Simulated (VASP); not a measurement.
Wanted: the native input for a VASP 6.6.1 run.

- Task: single point
- Functional: LDA
- Potentials or basis: VASP PAW LDA potentials, release 64 (Rh_pv)
- Cutoff: 520 eV
- k mesh: 24 × 24 × 24
- Occupations: gaussian, width 0.15 eV
- Spin: no spin polarisation
- Dipole correction: no
- Further INCAR settings: ALGO = Fast; EDIFF = 1e-06; NBANDS = 14

The structure of Rh lies in POSCAR:

```
Rh
1.0
    0.0000000000      2.1951791235      1.4268664303
    2.1951791235      0.0000000000      1.4268664303
    2.1951791235      2.1951791235      0.0000000000
Rh
1
Direct
    0.0000000000      0.0000000000      0.0000000000
```

This cell differs from its parent crystal: ratio of the length along z to the lengths across it x 0.65, volume and fractional coordinates fixed.

One way to write it, as run:

INCAR

```
PREC     = Accurate       # precision mode
ENCUT    = 520            # plane-wave cutoff, eV
EDIFF    = 1E-6           # SCF threshold, eV
ISMEAR   = 0              # smearing method
SIGMA    = 0.15           # smearing width, eV
LREAL    = F              # projectors in reciprocal space
LASPH    = T              # aspherical terms in the spheres
NELM     = 100            # most SCF steps
ALGO     = Fast           # electronic algorithm
ISIF     = 2              # what is computed and relaxed
LWAVE    = F              # write WAVECAR
LCHARG   = F              # write CHGCAR
NBANDS   = 14             # bands
```

KPOINTS

```
Automatic mesh
0
Gamma
  24 24 24
```

Potentials or basis: VASP PAW LDA potentials, release 64 (Rh_pv).

Run with:

```sh
$ cat potpaw_LDA.64/Rh_pv/POTCAR > POTCAR
$ mpirun -np 1 vasp_std > vasp.out
```

Results of the run:

The pressure is -3.6 GPa.

Wall time 2.9 min on 1 thread of Intel(R) Xeon(R) Platinum 8259CL CPU @ 2.50GHz (Skylake/Cascade Lake) (shared host), peak memory 0.28 GiB.
